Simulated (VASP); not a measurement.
Here is a VASP 6.6.1 calculation.

POSCAR

```
SiC
1.0
    0.0000000000      2.1740000000      2.1740000000
    2.1740000000      0.0000000000      2.1740000000
    2.1740000000      2.1740000000      0.0000000000
Si C
1 1
Direct
    0.0000000000      0.0000000000      0.0000000000
    0.7672493100      0.7672493100      0.7327506900
```

Contents of INCAR.step1:

```
SYSTEM = SiC
PREC = Accurate
ENCUT = 520
ISMEAR = 0
SIGMA = 0.05
LREAL = .False.
LASPH = .True.
NELM = 80
NBANDS = 11
GGA = PE
ALGO = Normal
EDIFF = 1E-4
LWAVE = .True.
LCHARG = .False.
```

INCAR.step2

```
SYSTEM = SiC
PREC = Accurate
ENCUT = 520
EDIFF = 1E-6
ISMEAR = 0
SIGMA = 0.05
LREAL = .False.
LASPH = .True.
NELM = 80
ALGO = Normal
ISIF = 2
LWAVE = .False.
LCHARG = .True.
METAGGA = R2SCAN
LMIXTAU = .True.
LELF = .True.
LVHAR = .True.
NBANDS = 11
ISTART = 1
```

The input KPOINTS:

```
Automatic mesh
0
Gamma
  12 12 12
  0 0 0
```

Potentials or basis: VASP PAW PBE potentials, release 64 (Si, C).

Command:

```bash
$ cat potpaw_PBE.64/Si/POTCAR potpaw_PBE.64/C/POTCAR > POTCAR
$ cp INCAR.step1 INCAR
$ mpirun -np 1 vasp_std > vasp.out
$ cp INCAR.step2 INCAR
$ mpirun -np 1 vasp_std > vasp.out
```

(1) Predict the band gap on the k mesh.

(2) Estimate the pressure.

## Answers

(1) 1.35 eV, indirect (least direct gap 4.87 eV).

(2) 1.8 GPa.

Caveat: the cell differs from its parent crystal (all C atoms moved +0.075 Å, as atom 2 along Cartesian [0 0 1]); the PAW data sets were made with another functional, which shifts forces and pressure a little.
